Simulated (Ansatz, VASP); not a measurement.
One calculation of BaTiO3, two programs

```xyz
15
Lattice="2.8401 -1.6397 -2.3314 0.0000 3.2794 -2.3314 12.7704 7.3730 10.4459" Properties=species:S:1:pos:R:3 pbc="T T T"
Ba   10.6607    6.1550    1.7767
Ba    4.9806    2.8756   -2.8862
Ba    7.8207    4.5153   -0.5548
Ti    2.1405    1.2358   -1.6263
Ti    4.9806    2.8756    0.7051
Ti    7.8207    4.5153    3.0366
O     2.1405   -0.3724   -0.6683
O     4.9806    1.2673    1.6632
O     7.8207    2.9070    3.9946
O     0.7478    2.0400   -0.6683
O     3.5878    3.6797    1.6632
O     6.4279    5.3194    3.9946
O     3.5333    2.0400   -0.6683
O     6.3734    3.6797    1.6632
O     9.2134    5.3194    3.9946
```

Alike in both runs: task single point; functional r2SCAN; k mesh 6 × 6 × 2; occupations gaussian, width 0.05 eV; no spin polarisation.

|  | VASP | Ansatz |
| --- | --- | --- |
| version | VASP 6.6.1 | Ansatz 0.2.0 |
| potentials or method | VASP PAW PBE potentials, release 64 (Ba_sv, Ti_sv, O), cutoff 520 eV | scalar-relativistic, plane waves, PAW |
| valence electrons in the cell | 120 | 120 |

```csv
,VASP,Ansatz,Ansatz less VASP
gap on the k mesh at the Fermi level (eV),none,none,-
rms of the force components (eV/Å),0.541,0.529,-0.0118
```

VASP's potentials were made for PBE, not for r2SCAN. Atom by atom the forces differ by 0.074 eV/Å (rms over components). A gap of «none» marks a metal or a gap that the smearing closes. The functional is the same, so the differences come from potentials, cutoffs and numerics.

Neither program's run includes spin-orbit coupling.
